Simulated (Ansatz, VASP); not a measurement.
SrO in VASP and in Ansatz

```
Sr O
1.0
     0.04455    2.62444    2.62444
     2.62444    0.04455    2.62444
     2.62444    2.62444    0.04455
Sr O
1 1
Cartesian
  0.0000 0.0000 0.0000
  2.6467 2.6467 2.6467
```

Change from the starting cell: shear_111 strain +2.6%.

Alike in both runs: task single point; functional r2SCAN; k mesh 8 × 8 × 8; no spin polarisation.

|  | VASP | Ansatz |
| --- | --- | --- |
| version | VASP 6.6.1 | Ansatz 0.2.0 |
| potentials or method | VASP PAW PBE potentials, release 64 (Sr_sv, O) | plane waves, PAW |
| plane-wave cutoff (eV) | 520 | 500 |
| occupations | gaussian, width 0.01 eV | fixed |
| valence electrons in the cell | 16 | 16 |

Ansatz gave:

| Item | Value |
| --- | --- |
| gap on the k mesh at the Fermi level (eV) | 3.78 |
| pressure (GPa) | -2.3 |
| traceless stress, the component that is largest in VASP (GPa) | -1.00 |

Task: What did VASP give for the same quantities?

Result: gap on the k mesh at the Fermi level (eV): 3.73; pressure (GPa): -1.8; traceless stress, the component that is largest in VASP (GPa): -1.00.

VASP's potentials were made for PBE, not for r2SCAN.
